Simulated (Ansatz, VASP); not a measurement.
Given: the input of a run of VASP 6.6.1 on GeCN2.

File INCAR:

```
PREC = Accurate ; ENCUT = 520
EDIFF = 1E-6 ; ISMEAR = -1
SIGMA = 0.05 ; LREAL = False
LASPH = True ; NELM = 80
ALGO = Normal ; ISIF = 2
LWAVE = False ; LCHARG = False
GGA = PE ; NBANDS = 22
```

KPOINTS

```
regular mesh
0
Gamma
  9 9 9
```

File POSCAR:

```
GeCN2
1.0
    1.8056701223      1.0425041312      4.9545539055
   -1.8056701223      1.0425041312      4.9545539055
    0.0000000000     -2.0850082624      4.9545539055
Ge N C
1 2 1
Direct
    0.0000000000      0.0000000000      0.0000000000
    0.5839044000      0.5839044000      0.5839044000
    0.4160956000      0.4160956000      0.4160956000
    0.5000000000      0.5000000000      0.5000000000
```

Potentials or basis: VASP PAW PBE potentials, release 64 (Ge_d, N, C).

The run is started by

```console
$ cat potpaw_PBE.64/Ge_d/POTCAR potpaw_PBE.64/N/POTCAR potpaw_PBE.64/C/POTCAR > POTCAR
$ mpirun -np 1 vasp_std > vasp.out
```

Translate it to Ansatz 0.2.0. Potentials there: all-electron LAPW, scalar-relativistic.

As run (the cutoff follows the program's own potentials):

Contents of input.yaml:

```yaml
crystal:
  lattice:
    - [1.8056701223, 1.0425041312, 4.9545539055]
    - [-1.8056701223, 1.0425041312, 4.9545539055]
    - [0.0, -2.0850082624, 4.9545539055]
  atoms:
    - { symbol: Ge, position: [0.0, 0.0, 0.0] }
    - { symbol: "N", position: [0.5839044, 0.5839044, 0.5839044] }
    - { symbol: "N", position: [0.4160956, 0.4160956, 0.4160956] }
    - { symbol: C, position: [0.5, 0.5, 0.5] }
kpoints:
  mp_grid: { grid: [9, 9, 9] }
scf:
  occupations: { method: fermi_dirac, width: 0.05 }
hamiltonian:
  xc: pbe
  pseudopotentials: { kind: all_electron, lapw: { basis_error: 0.001 } }
output:
  forces: true
  stress: true
  eigenvalues: true
```

Potentials or basis: all-electron LAPW, scalar-relativistic.

Run with:

```console
$ ansatz run input.yaml --threads 2 --pin off --max-ram 6144MiB --backend cpu --events-out ev --progress --plain --runs-dir out
```

Both were run:

|  | VASP | Ansatz | Ansatz less VASP |
| --- | --- | --- | --- |
| gap on the k mesh at the Fermi level (eV) | 1.16 | 1.16 | +0.001 |
| least direct gap on the mesh (eV) | 2.03 | 2.04 | +0.012 |
| pressure (GPa) | -2.4 | -2.5 | -0.14 |
| traceless stress, the component that is largest in VASP (GPa) | -2.70 | -3.33 | -0.629 |
| rms of the force components (eV/Å) | 0.195 | 0.244 | +0.0489 |

Atom by atom the forces differ by 0.049 eV/Å (rms over components). Ansatz ran all-electron here, and VASP with PAW potentials.

Noted on VASP's run: the standard files for N, O and F lose accuracy on very short bonds.
